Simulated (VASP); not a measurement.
# PbO (F-43m) in VASP: a series of runs, part 2 of 2

VASP 6.6.1.

## (5) Single point, PBEsol

INCAR

```
PREC     = Accurate       # precision mode
ENCUT    = 600            # plane-wave cutoff, eV
EDIFF    = 1E-6           # SCF threshold, eV
ISMEAR   = 1              # smearing method
SIGMA    = 0.2            # smearing width, eV
LREAL    = False          # projectors in reciprocal space
LASPH    = True           # aspherical terms in the spheres
NELM     = 120            # most SCF steps
ALGO     = Normal         # electronic algorithm
ISIF     = 2              # what is computed and relaxed
LWAVE    = False          # write WAVECAR
LCHARG   = True           # write CHGCAR
GGA      = PS             # functional
LELF     = True           # ELF
LVHAR    = True         
NBANDS   = 17             # bands
GGA_COMPAT= False
```

KPOINTS

```
regular mesh
0
Gamma
  6 6 6
```

POSCAR

```
PbO
1.0
    0.0000000000      2.7987768025      2.7987768025
    2.7987768025      0.0000000000      2.7987768025
    2.7987768025      2.7987768025      0.0000000000
Pb O
1 1
Direct
    0.0000000000      0.0000000000      0.0000000000
    0.2500000000      0.2500000000      0.2500000000
```

Potentials or basis: VASP PAW PBE potentials, release 64 (Pb_d, O).

Run with:

```console
$ cat potpaw_PBE.64/Pb_d/POTCAR potpaw_PBE.64/O/POTCAR > POTCAR
$ mpirun -np 1 vasp_std > vasp.out
```

OUTCAR:

```text
PREC = Accurate
   ENCUT = 600
   EDIFF = 1E-6
   ISMEAR = 1
   LREAL = False
   LASPH = True
   NELM = 120
   ISIF = 2
   GGA = PS

 ion  position               nearest neighbor table
   1  0.000  0.000  0.000-   2 2.42   2 2.42   2 2.42   2 2.42
   2  0.250  0.250  0.250-   1 2.42   1 2.42   1 2.42   1 2.42

  LATTYP: Found a face centered cubic cell.
 ALAT       =     5.5975536050

  Lattice vectors:

 A1 = (   0.0000000000,   2.7987768025,   2.7987768025)
 A2 = (   2.7987768025,   0.0000000000,   2.7987768025)
 A3 = (   2.7987768025,   2.7987768025,   0.0000000000)

Analysis of symmetry for initial positions (statically):
=====================================================================
 Subroutine PRICEL returns:
 Original cell was already a primitive cell.

 Routine SETGRP: Setting up the symmetry group for a
 face centered cubic supercell.

 Subroutine GETGRP returns: Found 24 space group operations
 (whereof 24 operations were pure point group operations)
 out of a pool of 48 trial point group operations.

The static configuration has the point symmetry T_d .

Analysis of symmetry for dynamics (positions and initial velocities):
=====================================================================
 Subroutine PRICEL returns:
 Original cell was already a primitive cell.

 Routine SETGRP: Setting up the symmetry group for a
 face centered cubic supercell.

 Subroutine GETGRP returns: Found 24 space group operations
 (whereof 24 operations were pure point group operations)
 out of a pool of 48 trial point group operations.

The dynamic configuration has the point symmetry T_d .

 Subroutine INISYM returns: Found 24 space group operations
 (whereof 24 operations are pure point group operations),
 and found     1 'primitive' translations

----------------------------------------------------------------------------------------

[... 99 lines left out ...]
   EFERMI_NEDOS =   21; number of points for ismear=-14 and -15
   IALGO  =     38    algorithm
   IMIX   =      4    mixing-type and parameters
     AMIX     =   0.40;   BMIX     =  1.00
     AMIX_MAG =   1.60;   BMIX_MAG =  1.00
  volume/ion in A,a.u.               =      21.92       147.95
  Fermi-wavevector in a.u.,A,eV,Ry     =   1.260201  2.381435 21.607509  1.588107
  Thomas-Fermi vector in A             =   2.393723
   LORBIT       =      0    0 simple, 1 ext, 2 COOP (PROOUT), +10 PAW based schemes
   GGA     = PS    functional components
   LHFCALC =     F    Hartree Fock is set to
   AEXX    =    0.0000 exact exchange contribution
   IVDW    =     0    specifies the selected vdW correction
   LEPSILON=     F    determine dielectric tensor
   LRPA    =     F    only Hartree local field effects (RPA)
 non-spin polarized calculation
 Methfessel and Paxton  Order N= 1 SIGMA  =   0.20
  energy-cutoff  :      600.00
  volume of cell :       43.85
 maximum number of plane-waves:      1484
   NGX = 15   NGY = 15   NGZ = 15

 number of electron      20.0000002 magnetization

 Free energy of the ion-electron system (eV)
  ---------------------------------------------------
  ext. energy  EPLUGINS =         0.00000000
  ---------------------------------------------------
  free energy    TOTEN  =       -10.96036367 eV

  energy without entropy =      -10.96185754  energy(sigma->0) =      -10.96086163

 E-fermi :   4.6476     XC(G=0):  -9.5804

 val. band max:        4.4814194982   @ k =  -0.3333   0.5000   0.1667
 cond. band min:       4.8747912115   @ k =   0.5000   0.5000   0.0000
 fundamental gap:      0.3933717133
 Fermi energy:         4.6475521850

 k-point     1 :       0.0000    0.0000    0.0000
  band No.  band energies     occupation
      1     -13.0890      2.00000
      2     -11.7963      2.00000
      3     -11.7963      2.00000
      4     -11.7963      2.00000
      5     -11.6920      2.00000
      6     -11.6920      2.00000
[... 297 lines left out ...]
      4     -11.6668      2.00000
      5     -11.6543      2.00000
      6     -10.8523      2.00000
[... 9 lines left out ...]
     16      17.5476      0.00000
     17      19.3103      0.00000

------------------------ aborting loop because EDIFF is reached ----------------------------------------

  FORCE on cell =-STRESS in cart. coord.  units (eV):
  Direction    XX          YY          ZZ          XY          YZ          ZX
  --------------------------------------------------------------------------------------
  -------------------------------------------------------------------------------------
  Total       -0.2490661     -0.2490661     -0.2490661     -0.0000000     -0.0000000     -0.0000000
  in kB       -9.1010261     -9.1010261     -9.1010261     -0.0000000     -0.0000000     -0.0000000
  external PRESSURE =      -9.1010261 kB  Pullay stress =       0.0000000 kB

 VOLUME and BASIS-vectors are now :
 -----------------------------------------------------------------------------
  energy-cutoff  :      600.00
  volume of cell :       43.85
      direct lattice vectors                 reciprocal lattice vectors
     0.000000000  2.798776802  2.798776802    -0.178649473  0.178649473  0.178649473
     2.798776802  0.000000000  2.798776802     0.178649473 -0.178649473  0.178649473
     2.798776802  2.798776802  0.000000000     0.178649473  0.178649473 -0.178649473

 POSITION                                       TOTAL-FORCE (eV/Angst)
 -----------------------------------------------------------------------------------
      0.00000      0.00000      0.00000         0.000000     -0.000000      0.000000
      1.39939      1.39939      1.39939        -0.000000      0.000000     -0.000000
 -----------------------------------------------------------------------------------
    total drift:                                0.000000      0.000000      0.000000

  FREE ENERGIE OF THE ION-ELECTRON SYSTEM (eV)
  ---------------------------------------------------
  free  energy   TOTEN  =       -10.9603636697 eV

  energy  without entropy=      -10.9618575359  energy(sigma->0) =      -10.96086163
```

OSZICAR:

```text
N       E                     dE             d eps       ncg     rms          rms(c)
DAV:   1     0.183532361732E+03    0.18353E+03   -0.11104E+04   552   0.145E+03
DAV:   2     0.122999677368E+01   -0.18230E+03   -0.17374E+03   600   0.364E+02
DAV:   3    -0.128524263198E+02   -0.14082E+02   -0.13992E+02   667   0.107E+02
DAV:   4    -0.131843464855E+02   -0.33192E+00   -0.33165E+00   686   0.179E+01
DAV:   5    -0.131962785602E+02   -0.11932E-01   -0.11931E-01   717   0.323E+00    0.839E+00
DAV:   6    -0.112874166392E+02    0.19089E+01   -0.14970E+01   826   0.289E+01    0.519E+00
DAV:   7    -0.109938881827E+02    0.29353E+00   -0.22244E+00   712   0.118E+01    0.154E+00
DAV:   8    -0.110515825002E+02   -0.57694E-01   -0.72292E-01   619   0.773E+00    0.187E+00
DAV:   9    -0.109599784369E+02    0.91604E-01   -0.15992E-01   663   0.420E+00    0.310E-01
DAV:  10    -0.109605724976E+02   -0.59406E-03   -0.11974E-02   617   0.820E-01    0.154E-01
DAV:  11    -0.109603794679E+02    0.19303E-03   -0.93915E-04   652   0.256E-01    0.451E-02
DAV:  12    -0.109603645502E+02    0.14918E-04   -0.25350E-04   675   0.114E-01    0.163E-02
DAV:  13    -0.109603632688E+02    0.12814E-05   -0.33542E-05   685   0.594E-02    0.392E-03
DAV:  14    -0.109603636697E+02   -0.40092E-06   -0.38756E-06   569   0.205E-02
   1 F= -.10960364E+02 E0= -.10960862E+02  d E =0.149387E-02
```

stdout:

```text
POSCAR found type information on POSCAR PbO
 POSCAR found :  2 types and       2 ions
 scaLAPACK will be used
 -----------------------------------------------------------------------------
|                                                                             |
|                                                                             |
|     You enforced a specific xc type in the INCAR file but a different       |
|     I HOPE YOU KNOW WHAT YOU ARE DOING!                                     |
|                                                                             |
 -----------------------------------------------------------------------------

 LDA part: xc-table for (Slater+PW92), standard interpolation
 POSCAR, INCAR and KPOINTS ok, starting setup
 FFT: planning ... GRIDC
 FFT: planning ... GRID_SOFT
 FFT: planning ... GRID
 WAVECAR not read
 entering main loop
```

Wall time 12 s (1 thread of Intel Xeon Platinum 8488C (Sapphire Rapids), shared host); peak memory 0.18 GiB.

Results:

| Quantity | Value |
| --- | --- |
| Free energy | -10.9604 eV |
| Pressure | -0.9 GPa |
| Band gap on the k mesh | 0.39 eV (least direct gap 0.54 eV) |

Caveat: the structure was generated, so it needn't be the stable form of PbO; the PAW data sets were made with another functional, which shifts forces and pressure a little; spin-orbit coupling is left out, which moves the levels of the heavy elements.

## (6) Single point, PBEsol

INCAR

```
ALGO     = Normal         # electronic algorithm
EDIFF    = 1E-6           # SCF threshold, eV
ENCUT    = 600            # plane-wave cutoff, eV
GGA      = PS             # functional
GGA_COMPAT= F            
ISIF     = 2              # what is computed and relaxed
ISMEAR   = 1              # smearing method
LASPH    = T              # aspherical terms in the spheres
LCHARG   = F              # write CHGCAR
LREAL    = F              # projectors in reciprocal space
LWAVE    = F              # write WAVECAR
NBANDS   = 17             # bands
NELM     = 120            # most SCF steps
PREC     = Accurate       # precision mode
SIGMA    = 0.5            # smearing width, eV
```

KPOINTS

```
k-points
0
Gamma
  6 6 6
```

POSCAR is that of step 5.

Potentials or basis: VASP PAW PBE potentials, release 64 (Pb_d, O).

Run with:

```console
$ cat potpaw_PBE.64/Pb_d/POTCAR potpaw_PBE.64/O/POTCAR > POTCAR
$ mpirun -np 1 vasp_std > vasp.out
```

It took 14 s on 1 thread of Intel Xeon Platinum 8488C (Sapphire Rapids), shared host; peak memory 0.18 GiB.

Results (log left out):

```yaml
Free_energy: -10.9538 eV
Pressure: -1.0 GPa
Band_gap_on_the_k_mesh: 0.40 eV (least direct gap 0.54 eV)
```

Levels at points of the mesh, in eV from the valence-band top:
```
           k point  band 7  band 8  band 9  band 10  band 11  band 12  band 13  band 14
(0.00, 0.00, 0.00)   -6.82   -2.26   -2.26    -2.26     5.28     5.28     5.28     8.04
(0.50, 0.00, 0.00)   -7.87   -2.73   -2.73    -2.21     2.42     5.48     5.48     8.65
(0.50, 0.50, 0.00)   -7.86   -3.52   -3.52    -0.14     0.40     5.88     5.88     6.27
```

Caveat: so wide a smearing shifts energies and pressures; the structure was generated, so it needn't be the stable form of PbO; the PAW data sets were made with another functional, which shifts forces and pressure a little; spin-orbit coupling is left out, which moves the levels of the heavy elements.

## (7) Overview

| k mesh | smearing | gap on the mesh (eV) | pressure (GPa) |
| --- | --- | --- | --- |
| 3 × 3 × 3 | gaussian 0.01 eV | 1.75 | -1.1 |
| 5 × 5 × 5 | gaussian 0.01 eV | 0.98 | -1.0 |
| 6 × 6 × 6 | gaussian 0.01 eV | 0.39 | -0.9 |
| 6 × 6 × 6 | methfessel-paxton 0.2 eV | 0.39 | -0.9 |
| 6 × 6 × 6 | methfessel-paxton 0.5 eV | 0.40 | -1.0 |

Alike in all rows: task single point; level PBEsol; potentials or basis VASP PAW PBE potentials, release 64 (Pb_d, O); no spin polarisation; cell as given; cutoff (eV) 600.

Caveats: some runs use coarse meshes; the structure was generated, so it needn't be the stable form of PbO; the PAW data sets were made with another functional, which shifts forces and pressure a little; spin-orbit coupling is left out, which moves the levels of the heavy elements; an odd mesh through Γ misses points on the zone boundary, where band edges can lie (at least some runs); so wide a smearing shifts energies and pressures (at least some runs).

Total energies depend on the potentials used, so only differences within one code and one set of settings carry meaning.
